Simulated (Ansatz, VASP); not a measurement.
## Two plane-wave programs on CdS

```
Cd S
1.0
     0.00000    2.75324    2.75324
     2.75324    0.00000    2.75324
     2.75324    2.75324    0.00000
Cd S
1 1
Cartesian
  0.0000 0.0000 0.0000
  2.7532 2.7532 2.7532
```

Alike in both runs: task relaxation of cell and atoms; functional PBE; dispersion D3(BJ); k mesh 8 × 8 × 8; occupations fermi-dirac, width 0.05 eV; no spin polarisation.

|  | VASP | Ansatz |
| --- | --- | --- |
| version | VASP 6.6.1 | Ansatz 0.2.0 |
| potentials or method | VASP PAW PBE potentials, release 64 (Cd_sv_GW, S) | Ansatz PAW |
| plane-wave cutoff (eV) | 540 | 420 |
| valence electrons in the cell | 26 | 26 |

```csv
,VASP,Ansatz,Ansatz less VASP
"gap on the k mesh at the Fermi level, each at its own relaxed structure (eV)",0.25,0.26,+0.005
relaxed volume (Å³/atom),19.68,19.92,+0.239
relaxed cell length with the largest relative difference (Å),3.818,3.834,+0.0154
```

Noted on Ansatz's run: the plane-wave basis is chosen anew once the cell has moved, so the energies of steps on either side of that aren't comparable.
